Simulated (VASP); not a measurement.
Write the native input for VASP 6.6.1 that does the following.

- Task: single point
- Functional: PBE
- Potentials or basis: VASP PAW PBE potentials, release 64 (Fe)
- Cutoff: 520 eV
- k mesh: 21 × 21 × 21
- Occupations: fermi-dirac, width 0.05 eV
- Spin: collinear spin, ferromagnetic start
- Starting moments: [-1.0] μB
- Dipole correction: no
- Further INCAR settings: ALGO = Normal; EDIFF = 1e-06; NBANDS = 14

The structure of Fe lies in POSCAR:

```
Fe
1.0
   -1.1916935861      1.1916935861      1.1916935861
    1.1916935861     -1.1916935861      1.1916935861
    1.1916935861      1.1916935861     -1.1916935861
Fe
1
Direct
    0.0000000000      0.0000000000      0.0000000000
```

The input as run:

INCAR

```
SYSTEM = Fe
ALGO = Normal
EDIFF = 1E-6
ENCUT = 520
GGA = PE
ISIF = 2
ISMEAR = -1
ISPIN = 2
LASPH = .True.
LCHARG = .False.
LMAXMIX = 4
LORBIT = 11
LREAL = .False.
LWAVE = .False.
MAGMOM = -1
NBANDS = 14
NELM = 150
PREC = Accurate
SIGMA = 0.05
```

KPOINTS

```
k-points
0
Gamma
  21 21 21
  0 0 0
```

Potentials or basis: VASP PAW PBE potentials, release 64 (Fe).

Run with:

```bash
$ cat potpaw_PBE.64/Fe/POTCAR > POTCAR
$ mpirun -np 1 vasp_std > vasp.out
```

Results of the run:

```json
{"Pressure": "315.5 GPa", "Band gap on the k mesh": "zero (filled and empty bands overlap)", "Net moment": "0.00 μB per cell"}
```

Wall time 31 s on 1 thread of Intel(R) Xeon(R) 6975P-C (Granite Rapids), on a shared host, peak memory 0.15 GiB.
